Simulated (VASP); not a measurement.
HgGeSe3:

```
Ge Hg Se
1.0
     4.68563    0.00000    0.00000
     0.00000    4.68563    0.00000
     0.00000    0.00000    4.74435
Ge Hg Se
1 1 3
Direct
  0.00000 0.00000 0.00000
  0.50000 0.50000 0.51500
  0.50000 0.50000 0.97500
  0.00000 0.50000 0.48500
  0.50000 0.00000 0.48500
```

* Program: VASP 6.6.1
* Task: relaxation of cell and atoms
* Functional: PBE
* Potentials or basis: VASP PAW PBE potentials, release 64 (Ge_d, Hg, Se)
* Cutoff: 600 eV
* k mesh: 4 × 4 × 4
* Occupations: gaussian, width 0.1 eV
* Spin: no spin polarisation

At the start: pressure 32.9 GPa; volume 20.83 Å³/atom.

Where does the relaxation end?

Over 41 steps the energy falls by 1206.3 meV/atom and the volume is 28.19 Å³/atom (+35.3 %); space group P4mm (No. 99, to 0.1 Å) before and after.

The path:
| step | energy change (eV) | largest force (eV/Å) | pressure (GPa) | volume (Å³) |
| --- | --- | --- | --- | --- |
| 1 | 0.0000 | 6.7425 | 32.92 | 104.16 |
| 3 | -3.1444 | 1.9746 | 2.25 | 139.17 |
| 5 | -3.3400 | 0.6132 | -1.16 | 147.79 |
| 7 | -3.4792 | 2.1791 | 2.61 | 136.75 |
| 9 | -3.5167 | 1.4727 | 1.53 | 139.06 |
| 11 | -3.8039 | 2.5181 | 3.10 | 135.28 |
| 13 | -3.0685 | 11.4901 | 17.74 | 120.82 |
| 15 | -4.0802 | 5.4008 | 7.72 | 128.28 |
| 17 | -4.1356 | 5.6140 | 8.14 | 127.76 |
| 19 | -4.2318 | 6.5194 | 10.55 | 125.44 |
| 21 | -4.6908 | 4.6910 | 9.01 | 126.79 |
| 23 | -5.3998 | 1.0892 | 6.19 | 132.82 |
| 25 | -5.6549 | 0.6604 | 2.49 | 140.22 |
| 27 | -5.7360 | 0.2195 | -0.52 | 148.42 |
| 29 | -5.7963 | 0.3567 | -0.63 | 148.06 |
| 31 | -5.8663 | 0.9709 | -0.54 | 145.36 |
| 33 | -5.9205 | 0.8204 | -0.47 | 144.87 |
| 35 | -5.9592 | 0.4170 | 2.60 | 133.25 |
| 37 | -6.0287 | 0.1415 | 0.25 | 139.92 |
| 39 | -6.0307 | 0.0556 | 0.03 | 140.69 |
| 41 | -6.0315 | 0.0200 | 0.04 | 140.95 |

Final structure:
```xyz
5
Lattice="4.7581 0.0000 0.0000 0.0000 4.7581 0.0000 0.0000 0.0000 6.2261" Properties=species:S:1:pos:R:3 pbc="T T T"
Ge    0.0000    0.0000    0.8577
Hg    2.3790    2.3790    3.7525
Se    2.3790    2.3790    0.0764
Se    0.0000    2.3790    2.2018
Se    2.3790    0.0000    2.2018
```

Caveat: the volume moved by over 15 % at a fixed basis, so the end points are rough.
